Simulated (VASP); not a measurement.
Write the native input for VASP 6.6.1 that does the following.

| Quantity | Value |
| --- | --- |
| Task | single point |
| Functional | HSE06 |
| Potentials or basis | VASP PAW PBE potentials, release 64 (W_sv, S) |
| Cutoff | 520 eV |
| k mesh | 9 × 9 × 1 |
| Occupations | fermi-dirac, width 0.05 eV |
| Spin | no spin polarisation |
| Dipole correction | no |
| Grid for exact exchange (PRECFOCK) | Normal |
| Further INCAR settings | ALGO = Normal; EDIFF = 1e-06; NBANDS = 20 |
| Share of exact exchange | 0.25 |
| Screening parameter | 0.2079 1/Å |

System: WS2, a slab with vacuum.

```
W S
1.0
     3.14534    0.00000    0.00000
    -1.57267    2.72394    0.00000
     0.00000    0.00000   18.00000
W S
1 2
Direct
  0.33333 0.66667 0.50000
  0.66667 0.33333 0.58706
  0.66667 0.33333 0.41294
```

One way to write it, as run:

POSCAR

```
WS2
1.0
    3.1453360000      0.0000000000      0.0000000000
   -1.5726680000      2.7239410000      0.0000000000
    0.0000000000      0.0000000000     18.0000000000
W S
1 2
Direct
    0.3333330000      0.6666670000      0.5000000000
    0.6666670000      0.3333330000      0.5870620000
    0.6666670000      0.3333330000      0.4129380000
```

INCAR.step1

```
ALGO = Normal ; EDIFF = 1E-5
ENCUT = 520 ; GGA = PE
ISIF = 2 ; ISMEAR = -1
LASPH = True ; LCHARG = False
LREAL = False ; LUSENCCL = False
LWAVE = True ; NBANDS = 20
NELM = 100 ; PREC = Accurate
SIGMA = 0.05
```

INCAR.step2

```
ALGO = Normal ; EDIFF = 1E-6
ENCUT = 520 ; GGA = PE
HFSCREEN = 0.2079 ; ISIF = 2
ISMEAR = -1 ; ISTART = 1
LASPH = True ; LCHARG = False
LHFCALC = True ; LREAL = False
LUSENCCL = False ; LWAVE = False
NBANDS = 20 ; NELM = 100
PREC = Accurate ; PRECFOCK = Normal
SIGMA = 0.05
```

KPOINTS

```
k-points
0
Gamma
  9 9 1
```

Potentials or basis: VASP PAW PBE potentials, release 64 (W_sv, S).

Command:

```console
$ cat potpaw_PBE.64/W_sv/POTCAR potpaw_PBE.64/S/POTCAR > POTCAR
$ cp INCAR.step1 INCAR
$ mpirun -np 1 vasp_std > vasp.out
$ cp INCAR.step2 INCAR
$ mpirun -np 1 vasp_std > vasp.out
```

Results of the run:

```
Largest force          : 0.168 eV/Å
Band gap on the k mesh : 2.45 eV
```

Caveat: the PAW data sets were made with another functional, which shifts forces and pressure a little; spin-orbit coupling is left out, which moves the levels of the heavy elements.

Run time: 11 min on 1 × NVIDIA H100 80GB with 1 thread of Intel(R) Xeon(R) Platinum 8481C CPU @ 2.70GHz (Sapphire Rapids), with other jobs on the host, peak memory 1.2 GiB.
